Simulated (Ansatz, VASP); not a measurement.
One calculation of HfO2, two programs

The input POSCAR:

```
HfO2
1.0
    3.5768243315      0.0000000000      0.0000000000
    0.0000000000      3.5768243315      0.0000000000
    0.0000000000      0.0000000000      5.2026739475
Hf O
2 4
Direct
    0.5000000000      0.5000000000      0.5000000000
    0.0000000000      0.0000000000      0.0000000000
    0.0000000000      0.4370950376      0.6529165432
    0.5000000000      0.0000000000      0.8038364645
    0.5000000000      0.0000000000      0.3038364645
    0.0000000000      0.5000000000      0.1961635355
```

File INCAR.step1:

```
SYSTEM = HfO2
  ALGO = Normal
  EDIFF = 1E-4
  ENCUT = 520
  GGA = PE
  ISMEAR = 0
  LASPH = .TRUE.
  LCHARG = .FALSE.
  LREAL = .FALSE.
  LWAVE = .TRUE.
  NBANDS = 31
  NELM = 80
  PREC = Accurate
  SIGMA = 0.05
```

INCAR.step2

```
SYSTEM = HfO2
  ALGO = Normal
  EDIFF = 1E-6
  ENCUT = 520
  ISIF = 2
  ISMEAR = 0
  ISTART = 1
  LASPH = .TRUE.
  LCHARG = .FALSE.
  LMIXTAU = .TRUE.
  LREAL = .FALSE.
  LWAVE = .FALSE.
  METAGGA = R2SCAN
  NBANDS = 31
  NELM = 80
  PREC = Accurate
  SIGMA = 0.05
```

File KPOINTS:

```
k-points
0
G
  6 6 6
  0 0 0
```

Input for Ansatz:

```yaml
crystal:
  lattice:
    - [3.5768243315, 0.0, 0.0]
    - [0.0, 3.5768243315, 0.0]
    - [0.0, 0.0, 5.2026739475]
  atoms:
    - { symbol: Hf, position: [0.5, 0.5, 0.5] }
    - { symbol: Hf, position: [0.0, 0.0, 0.0] }
    - { symbol: O, position: [0.0, 0.4370950376, 0.6529165432] }
    - { symbol: O, position: [0.5, 0.0, 0.8038364645] }
    - { symbol: O, position: [0.5, 0.0, 0.3038364645] }
    - { symbol: O, position: [0.0, 0.5, 0.1961635355] }
basis:
  ecutwfc: 500
kpoints:
  mp_grid: { grid: [6, 6, 6] }
hamiltonian:
  xc: r2scan
scf:
  occupations: { method: gaussian, width: 0.05 }
output:
  forces: true
  stress: true
  eigenvalues: true
```

Alike in both runs: task single point; functional r2SCAN; k mesh 6 × 6 × 6; occupations gaussian, width 0.05 eV; no spin polarisation.

|  | VASP | Ansatz |
| --- | --- | --- |
| version | VASP 6.6.1 | Ansatz 0.2.0 |
| potentials or method | VASP PAW PBE potentials, release 64 (Hf_pv, O), cutoff 520 eV | scalar-relativistic, plane waves, PAW |
| valence electrons in the cell | 44 | 76 |

|  | VASP | Ansatz | Ansatz less VASP |
| --- | --- | --- | --- |
| gap on the k mesh at the Fermi level (eV) | 5.22 | 5.24 | +0.022 |
| least direct gap on the mesh (eV) | 5.26 | 5.29 | +0.025 |
| pressure (GPa) | 1.2 | 4.7 | +3.45 |
| traceless stress, the component that is largest in VASP (GPa) | -5.36 | -5.43 | -0.075 |
| rms of the force components (eV/Å) | 0.973 | 0.974 | +0.0002 |

VASP's potentials were made for PBE, not for r2SCAN. Atom by atom the forces differ by 0.036 eV/Å (rms over components). VASP's potentials hold 44 valence electrons a cell and Ansatz's 76, so a difference there can come from the potentials and not from the codes.

Spin-orbit coupling is off throughout.
